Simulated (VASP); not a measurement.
A run of VASP 6.6.1 is set up as follows.

File INCAR:

```
SYSTEM = Ir
ALGO = Normal ; EDIFF = 1E-8
ENCUT = 600 ; GGA = CA
IBRION = 6 ; ISIF = 3
ISMEAR = -1 ; LASPH = .True.
LCHARG = .False. ; LREAL = .False.
LWAVE = .False. ; NBANDS = 10
NELM = 80 ; NFREE = 2
NSW = 1 ; POTIM = 0.015
PREC = Accurate ; SIGMA = 0.1
```

KPOINTS

```
k-points
0
Gamma
  24 24 24
  0 0 0
```

The input POSCAR:

```
Ir
1.0
    0.0000000000      1.9043802471      1.9043802471
    1.9043802471      0.0000000000      1.9043802471
    1.9043802471      1.9043802471      0.0000000000
Ir
1
Direct
    0.0000000000      0.0000000000      0.0000000000
```

Potentials or basis: VASP PAW LDA potentials, release 64 (Ir).

The run is started by

```sh
$ cat potpaw_LDA.64/Ir/POTCAR > POTCAR
$ mpirun -np 1 vasp_std > vasp.out
```

(1) What does it give for the elastic constants C11, C12, C44?

(2) What does it give for the Voigt bulk modulus?

## Answers

(1) 685, 284, 295 GPa.

(2) 418 GPa.

Caveat: the cell is under stress, which shifts elastic constants.
